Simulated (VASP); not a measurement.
# Ga2O (P-3m1) in VASP: single point with PBE

Aim: the single point of Ga2O with PBE.

Everything below comes from runs of VASP 6.6.1. Logs are shortened: lines on timing, memory, paths and dates and some standing lists are left out, and cuts for length are marked.

## 1. The cell of the first run

The structure is trigonal, space group P-3m1 (No. 164). Conventional cell: a = 3.060 Å, b = 3.060 Å, c = 13.166 Å, α = 90.00°, β = 90.00°, γ = 120.00°. Ga (site symmetry 3m) has 3 O at 1.93 Å and 1 Ga at 2.52 Å within 2.6 Å. Ga (site symmetry 3m) has 9 Ga at 3.05 to 3.06 Å and 1 O at 3.30 Å within 4.0 Å. Within 2.6 Å of O (site symmetry 3m) lie 3 Ga at 1.93 Å.

## 2. Single point, PBE

INCAR reads:

```
PREC = Accurate
ENCUT = 520
EDIFF = 1E-6
ISMEAR = 0
SIGMA = 0.1
LREAL = F
LASPH = T
NELM = 100
ALGO = Normal
ISIF = 2
LWAVE = F
LCHARG = T
GGA = PE
LELF = T
LVHAR = T
NBANDS = 41
```

KPOINTS reads:

```
regular mesh
0
Gamma
  12 12 4
```

POSCAR reads:

```
Ga2O
1.0
    3.0595560477      0.0000000000      0.0000000000
   -1.5297780238      2.6496532616      0.0000000000
    0.0000000000      0.0000000000     13.1663977659
Ga O
4 2
Direct
    0.0000000000      0.0000000000      0.4042026647
    0.0000000000      0.0000000000      0.5957973353
    0.6666666667      0.3333333333      0.0945923409
    0.3333333333      0.6666666667      0.9054076591
    0.6666666667      0.3333333333      0.3454115725
    0.3333333333      0.6666666667      0.6545884275
```

Potentials or basis: VASP PAW PBE potentials, release 64 (Ga_d, O).

Launch:

```sh
> cat potpaw_PBE.64/Ga_d/POTCAR potpaw_PBE.64/O/POTCAR > POTCAR
> mpirun -np 1 vasp_std > vasp.out
```

OUTCAR:

```text
PREC = Accurate
   ENCUT = 520
   EDIFF = 1E-6
   ISMEAR = 0
   LREAL = F
   LASPH = T
   NELM = 100
   ISIF = 2
   GGA = PE

 ion  position               nearest neighbor table
   1  0.000  0.000  0.404-   5 1.93   5 1.93   5 1.93   2 2.52
   2  0.000  0.000  0.596-   6 1.93   6 1.93   6 1.93   1 2.52
   3  0.667  0.333  0.095-
   4  0.333  0.667  0.905-
   5  0.667  0.333  0.345-   1 1.93   1 1.93   1 1.93
   6  0.333  0.667  0.655-   2 1.93   2 1.93   2 1.93

  LATTYP: Found a hexagonal cell.
 ALAT       =     3.0595560477
 C/A-ratio  =     4.3033687112

  Lattice vectors:

 A1 = (   3.0595560477,   0.0000000000,   0.0000000000)
 A2 = (  -1.5297780238,   2.6496532616,   0.0000000000)
 A3 = (   0.0000000000,   0.0000000000,  13.1663977659)

Analysis of symmetry for initial positions (statically):
=====================================================================
 Subroutine PRICEL returns:
 Original cell was already a primitive cell.

 Routine SETGRP: Setting up the symmetry group for a
 hexagonal supercell.

 Subroutine GETGRP returns: Found 12 space group operations
 (whereof 12 operations were pure point group operations)
 out of a pool of 24 trial point group operations.

The static configuration has the point symmetry D_3d.

Analysis of symmetry for dynamics (positions and initial velocities):
=====================================================================
 Subroutine PRICEL returns:
 Original cell was already a primitive cell.

 Routine SETGRP: Setting up the symmetry group for a
 hexagonal supercell.

 Subroutine GETGRP returns: Found 12 space group operations
 (whereof 12 operations were pure point group operations)
 out of a pool of 24 trial point group operations.

The dynamic configuration has the point symmetry D_3d.

 Subroutine INISYM returns: Found 12 space group operations
 (whereof 12 operations are pure point group operations),
 and found     1 'primitive' translations

----------------------------------------------------------------------------------------

                                     Primitive cell

  volume of cell :     106.7369

  direct lattice vectors                    reciprocal lattice vectors
     3.059556048  0.000000000  0.000000000     0.326844805  0.188703936  0.000000000
    -1.529778024  2.649653262  0.000000000     0.000000000  0.377407872  0.000000000
     0.000000000  0.000000000 13.166397766     0.000000000  0.000000000  0.075950918

  length of vectors
     3.059556048  3.059556048 13.166397766     0.377407872  0.377407872  0.075950918

  position of ions in fractional coordinates (direct lattice)
     0.000000000  0.000000000  0.404202665
     0.000000000  0.000000000  0.595797335
     0.666666667  0.333333333  0.094592341
     0.333333333  0.666666667  0.905407659
     0.666666667  0.333333333  0.345411572
     0.333333333  0.666666667  0.654588428

  ion indices of the primitive-cell ions
   primitive index   ion index
                 1           1
                 2           2
                 3           3
                 4           4
                 5           5
                 6           6

----------------------------------------------------------------------------------------

 KPOINTS: regular mesh

Automatic generation of k-mesh.
 Grid dimensions read from file:
 generate k-points for:   12   12    4

 Generating k-lattice:

  Cartesian coordinates                     Fractional coordinates (reciprocal lattice)
     0.027237067  0.015725328  0.000000000     0.083333333  0.000000000  0.000000000
     0.000000000  0.031450656  0.000000000     0.000000000  0.083333333  0.000000000
     0.000000000  0.000000000  0.018987730     0.000000000  0.000000000  0.250000000

  Length of vectors
     0.031450656  0.031450656  0.018987730

  Shift w.r.t. Gamma in fractional coordinates (k-lattice)
     0.000000000  0.000000000  0.000000000

 Subroutine IBZKPT returns following result:
 ===========================================

 Found     69 irreducible k-points:

 Following reciprocal coordinates:
            Coordinates               Weight
  0.000000  0.000000  0.000000      1.000000
  0.083333  0.000000  0.000000      6.000000
  0.166667  0.000000  0.000000      6.000000
  0.250000  0.000000  0.000000      6.000000
  0.333333  0.000000  0.000000      6.000000
  0.416667  0.000000  0.000000      6.000000
[... 16 lines left out ...]
  0.166667  0.000000  0.250000      6.000000
  0.000000  0.166667  0.250000      6.000000
 [... further k-points ...]
   k-points           NKPTS =     69   k-points in BZ     NKDIM =     69   number of bands    NBANDS=     41
   number of dos      NEDOS =    301   number of ions     NIONS =      6
   total plane-waves  NPLWV =  56448
   dimension x,y,z NGX =    24 NGY =   24 NGZ =   98
   dimension x,y,z NGXF=    48 NGYF=   48 NGZF=  196
   ions per type =               4   2
   NGX,Y,Z   is equivalent  to a cutoff of  13.04, 13.04, 12.37 a.u.
   NGXF,Y,Z  is equivalent  to a cutoff of  26.08, 26.08, 24.75 a.u.
 SYSTEM =  unknown system
   PREC   = accura    normal or accurate (medium, high low for compatibility)
   ISTART =      0    job   : 0-new  1-cont  2-samecut
   ICHARG =      2    charge: 1-file 2-atom 10-const
   ISPIN  =      1    spin polarized calculation?
   LNONCOLLINEAR =      F non collinear calculations
   LSORBIT =      F    spin-orbit coupling
   LASPH  =      T    aspherical Exc in radial PAW
   ENCUT  =  520.0 eV  38.22 Ry    6.18 a.u.   5.69  5.69 24.48*2*pi/ulx,y,z
   NELM   =    100;   NELMIN=  2; NELMDL= -5     # of ELM steps
   EDIFF  = 0.1E-05   stopping-criterion for ELM
   LREAL  =      F    real-space projection
   EDIFFG = 0.1E-04   stopping-criterion for IOM
   NSW    =      0    number of steps for IOM
   IBRION =     -1    ionic relax: 0-MD 1-quasi-New 2-CG
   NFREE  =      0    steps in history (QN), initial steepest desc. (CG)
   ISIF   =      2    stress and relaxation
   ISYM   =      2    0-nonsym 1-usesym 2-fastsym
   POTIM  = 0.5000    time-step for ionic-motion
   TEBEG  =    0.0;   TEEND  =   0.0 temperature during run
   PSTRESS=    0.0 pullay stress
   NELECT =      64.0000    total number of electrons
   NUPDOWN=      -1.0000    fix difference up-down
   EMIN   =  10.00;   EMAX   =-10.00  energy-range for DOS
   EFERMI =   0.00;   METHOD = LEGACY
   ISMEAR =     0;   SIGMA  =   0.10  broadening in eV -4-tet -1-fermi 0-gaus
   EFERMI_NEDOS =   21; number of points for ismear=-14 and -15
   IALGO  =     38    algorithm
   IMIX   =      4    mixing-type and parameters
     AMIX     =   0.40;   BMIX     =  1.00
     AMIX_MAG =   1.60;   BMIX_MAG =  1.00
  volume/ion in A,a.u.               =      17.79       120.05
  Fermi-wavevector in a.u.,A,eV,Ry     =   1.380480  2.608728 25.928950  1.905724
  Thomas-Fermi vector in A             =   2.505353
   LORBIT       =      0    0 simple, 1 ext, 2 COOP (PROOUT), +10 PAW based schemes
   GGA     = PE    functional components
   LHFCALC =     F    Hartree Fock is set to
   AEXX    =    0.0000 exact exchange contribution
   IVDW    =     0    specifies the selected vdW correction
   LEPSILON=     F    determine dielectric tensor
   LRPA    =     F    only Hartree local field effects (RPA)
 non-spin polarized calculation
 Gauss-broadening in eV      SIGMA  =   0.10
  energy-cutoff  :      520.00
  volume of cell :      106.74
 maximum number of plane-waves:      2894
 NGX is ok and might be reduce to    24
   NGX = 11   NGY = 11   NGZ = 49

 number of electron      63.9999962 magnetization

 Free energy of the ion-electron system (eV)
  ---------------------------------------------------
  ext. energy  EPLUGINS =         0.00000000
  ---------------------------------------------------
  free energy    TOTEN  =       -26.75737146 eV

  energy without entropy =      -26.75280698  energy(sigma->0) =      -26.75508922

 E-fermi :   4.1989     XC(G=0):  -9.9026

 val. band max:        4.1388218918   @ k =   0.3333   0.2500   0.2500
 cond. band min:       4.2944307739   @ k =   0.1667   0.1667   0.5000
 fundamental gap:      0.1556088821
 Fermi energy:         4.1989215254

 k-point     1 :       0.0000    0.0000    0.0000
  band No.  band energies     occupation
      1     -16.7731      2.00000
      2     -16.7135      2.00000
      3     -11.6560      2.00000
      4     -11.6560      2.00000
      5     -11.6468      2.00000
      6     -11.6468      2.00000
[... 33 lines left out ...]
     40      14.0241      0.00000
     41      14.0257      0.00000

 k-point     2 :       0.0833    0.0000    0.0000
  band No.  band energies     occupation
      1     -16.7312      2.00000
      2     -16.6750      2.00000
      3     -11.6471      2.00000
      4     -11.6419      2.00000
      5     -11.6400      2.00000
      6     -11.6329      2.00000
[... 33 lines left out ...]
     40      13.0497      0.00000
     41      13.3303      0.00000

 k-point     3 :       0.1667    0.0000    0.0000
  band No.  band energies     occupation
      1     -16.6165      2.00000
      2     -16.5700      2.00000
      3     -11.6347      2.00000
      4     -11.6006      2.00000
      5     -11.6001      2.00000
      6     -11.5927      2.00000
[... 33 lines left out ...]
     40      12.2085      0.00000
     41      12.5612      0.00000

 k-point     4 :       0.2500    0.0000    0.0000
  band No.  band energies     occupation
      1     -16.4603      2.00000
      2     -16.4272      2.00000
      3     -11.6081      2.00000
      4     -11.5607      2.00000
      5     -11.5456      2.00000
      6     -11.5338      2.00000
[... 825 lines left out ...]
     40      13.3311      0.00000
     41      13.3960      0.00000

 k-point    23 :       0.1667    0.0000    0.2500
  band No.  band energies     occupation
      1     -16.6165      2.00000
      2     -16.5699      2.00000
      3     -11.6347      2.00000
      4     -11.6006      2.00000
      5     -11.6001      2.00000
      6     -11.5927      2.00000
[... 33 lines left out ...]
     40      12.2075      0.00000
     41      12.4734      0.00000

 k-point    24 :       0.0000    0.1667    0.2500
  band No.  band energies     occupation
      1     -16.6165      2.00000
      2     -16.5700      2.00000
      3     -11.6347      2.00000
      4     -11.6006      2.00000
      5     -11.6001      2.00000
      6     -11.5927      2.00000
[... 33 lines left out ...]
     40      12.2088      0.00000
     41      12.4570      0.00000

 [... further k-points ...]
[... 5 lines left out ...]
  --------------------------------------------------------------------------------------
  -------------------------------------------------------------------------------------
  Total        0.2388267      0.2388267      0.0934340      0.0000000      0.0000000      0.0000000
  in kB        3.5849164      3.5849164      1.4024940      0.0000000      0.0000000      0.0000000
  external PRESSURE =       2.8574422 kB  Pullay stress =       0.0000000 kB

 VOLUME and BASIS-vectors are now :
 -----------------------------------------------------------------------------
  energy-cutoff  :      520.00
  volume of cell :      106.74
      direct lattice vectors                 reciprocal lattice vectors
     3.059556048  0.000000000  0.000000000     0.326844805  0.188703936  0.000000000
    -1.529778024  2.649653262  0.000000000     0.000000000  0.377407872  0.000000000
     0.000000000  0.000000000 13.166397766     0.000000000  0.000000000  0.075950918

 POSITION                                       TOTAL-FORCE (eV/Angst)
 -----------------------------------------------------------------------------------
      0.00000      0.00000      5.32189         0.000000     -0.000000      0.046618
      0.00000      0.00000      7.84450        -0.000000      0.000000     -0.046618
      1.52978      0.88322      1.24544        -0.000000      0.000000      0.004529
     -0.00000      1.76644     11.92096        -0.000000      0.000000     -0.004529
      1.52978      0.88322      4.54783        -0.000000      0.000000     -0.055174
     -0.00000      1.76644      8.61857         0.000000     -0.000000      0.055174
 -----------------------------------------------------------------------------------
    total drift:                                0.000000     -0.000000      0.000000

  FREE ENERGIE OF THE ION-ELECTRON SYSTEM (eV)
  ---------------------------------------------------
  free  energy   TOTEN  =       -26.7573714636 eV

  energy  without entropy=      -26.7528069814  energy(sigma->0) =      -26.75508922
```

It took 6.8 min on 1 thread of Intel Xeon 8259CL, shared host; peak memory 0.37 GiB.

Results:

```
Free energy            : -26.7574 eV
Pressure               : 0.3 GPa
Largest force          : 0.055 eV/Å
Band gap on the k mesh : zero (bands 32 and 33 overlap by 1.71 eV)
```

Forces in eV/Å, atoms in the order of the input:
```
Ga   0.000  0.000  0.047
Ga   0.000  0.000 -0.047
Ga   0.000  0.000  0.005
Ga   0.000  0.000 -0.005
O    0.000  0.000 -0.055
O    0.000  0.000  0.055
```

Stress tensor (GPa, compression positive):
```
0.36 0.00 0.00
0.00 0.36 0.00
0.00 0.00 0.14
```
